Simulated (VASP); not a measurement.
Runs of VASP 6.6.1 on PbS. The structure is that of space group Pm-3m (No. 221), or close to it. The cells are those of the table. 

```csv
cell,gap on the mesh (eV),pressure (GPa)
"a = 3.458 Å, 2 atoms",none,9.5
"a = 3.314, b = 3.314, c = 3.458 Å, 2 atoms",none,19.2
"a = 3.314 Å, 2 atoms",none,25.1
"a = 3.458, b = 3.458, c = 3.314 Å, 2 atoms",none,(a)
```

Alike in all rows: task single point; level PBE+D3(BJ); potentials or basis VASP PAW PBE potentials, release 64 (Pb_d, S); no spin polarisation; k mesh 16 × 16 × 16; cutoff (eV) 520; smearing gaussian 0.15 eV.

Problem. Estimate the missing entries.

Solution. (a) 14.0.

Caveats: the cell stands under pressure; spin-orbit coupling is left out, which moves the levels of the heavy elements.

A k mesh can miss the band edges, and the runs leave out spin-orbit coupling on Pb.

A gap of «none» marks levels without a gap at the run's occupations.
